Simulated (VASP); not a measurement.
A run of VASP 6.6.1 is set up as follows.

File INCAR:

```
PREC = Accurate
ENCUT = 600
EDIFF = 1E-6
ISMEAR = 0
SIGMA = 0.02
LREAL = False
LASPH = True
NELM = 80
ALGO = Normal
ISIF = 3
LWAVE = False
LCHARG = False
GGA = PS
IBRION = 2
NSW = 100
EDIFFG = -0.005
```

KPOINTS

```
Automatic mesh
0
Gamma
  6 6 6
```

The input POSCAR:

```
C3N4
1.0
    2.3922169139      1.3811470792      3.5688932122
   -2.3922169139      1.3811470792      3.5688932122
    0.0000000000     -2.7622941584      3.5688932122
C N
3 4
Direct
    0.4900670000      0.4900670000      0.0193280000
    0.4900670000      0.0193280000      0.4900670000
    0.0193280000      0.4900670000      0.4900670000
    0.6597020000      0.1701150000      0.1701150000
    0.1701150000      0.1701150000      0.6597020000
    0.6656050000      0.6656050000      0.6656050000
    0.1701150000      0.6597020000      0.1701150000
```

Potentials or basis: VASP PAW PBE potentials, release 64 (C, N).

Launch:

```bash
$ cat potpaw_PBE.64/C/POTCAR potpaw_PBE.64/N/POTCAR > POTCAR
$ mpirun -np 1 vasp_std > vasp.out
```

Q: What does it give for the band gap on the k mesh?

A: 1.18 eV, direct.

Q: Predict the relaxed volume.

A: 9.16 Å³/atom.

Q: Estimate the space group after relaxing (to 0.05 Å).

A: R3m (No. 160).

Step by step:
| step | energy change (eV) | largest force (eV/Å) | pressure (GPa) | volume (Å³) |
| --- | --- | --- | --- | --- |
| 1 | 0.0000 | 0.0862 | -3.32 | 70.75 |
| 2 | 0.0443 | 0.9826 | 7.56 | 68.62 |
| 3 | -0.0090 | 0.2089 | -0.33 | 70.12 |
| 4 | -0.0094 | 0.3101 | -0.19 | 69.64 |
| 5 | -0.0114 | 0.0862 | -0.27 | 69.87 |
| 6 | -0.0117 | 0.0992 | -0.06 | 69.66 |
| 7 | -0.0119 | 0.0362 | -0.14 | 69.74 |
| 8 | -0.0125 | 0.0370 | -0.16 | 69.59 |
| 9 | -0.0144 | 0.0400 | -0.20 | 69.13 |
| 10 | -0.0178 | 0.0648 | -0.28 | 68.22 |
| 11 | -0.0228 | 0.1527 | -0.42 | 66.39 |
| 12 | -0.0187 | 0.3204 | -0.55 | 62.73 |
| 13 | -0.0241 | 0.1917 | -0.46 | 65.42 |
| 14 | -0.0247 | 0.1874 | -0.23 | 65.25 |
| 15 | -0.0252 | 0.1807 | 0.15 | 64.98 |
| 16 | -0.0248 | 0.1903 | 0.94 | 64.45 |
| 17 | -0.0253 | 0.1768 | 0.38 | 64.83 |
| 18 | -0.0259 | 0.1554 | 0.32 | 64.66 |
| 19 | -0.0271 | 0.0948 | 0.15 | 64.18 |
| 20 | -0.0264 | 0.0440 | -0.19 | 63.22 |
| 21 | -0.0273 | 0.0563 | 0.04 | 63.86 |
| 22 | -0.0275 | 0.0510 | -0.13 | 63.92 |
| 23 | -0.0275 | 0.0511 | -0.12 | 63.92 |
| 24 | -0.0276 | 0.0394 | 0.00 | 63.91 |
| 25 | -0.0276 | 0.0261 | 0.16 | 63.91 |
| 26 | -0.0277 | 0.0165 | 0.08 | 63.95 |
| 27 | -0.0277 | 0.0283 | -0.02 | 63.98 |
| 28 | -0.0277 | 0.0095 | 0.01 | 64.01 |
| 29 | -0.0277 | 0.0100 | 0.02 | 64.01 |
| 30 | -0.0277 | 0.0115 | 0.04 | 64.02 |
| 31 | -0.0277 | 0.0093 | 0.00 | 64.03 |
| 32 | -0.0277 | 0.0089 | 0.02 | 64.03 |
| 33 | -0.0277 | 0.0135 | 0.00 | 64.04 |
| 34 | -0.0277 | 0.0117 | 0.00 | 64.04 |
| 35 | -0.0277 | 0.0071 | 0.02 | 64.06 |
| 36 | -0.0277 | 0.0116 | 0.05 | 64.09 |
| 37 | -0.0277 | 0.0077 | 0.01 | 64.11 |
| 38 | -0.0277 | 0.0085 | 0.00 | 64.11 |
| 39 | -0.0277 | 0.0070 | 0.01 | 64.12 |
| 40 | -0.0277 | 0.0041 | 0.01 | 64.12 |

Caveat: the PAW data sets were made with another functional, which shifts forces and pressure a little. A k mesh can miss the band edges.
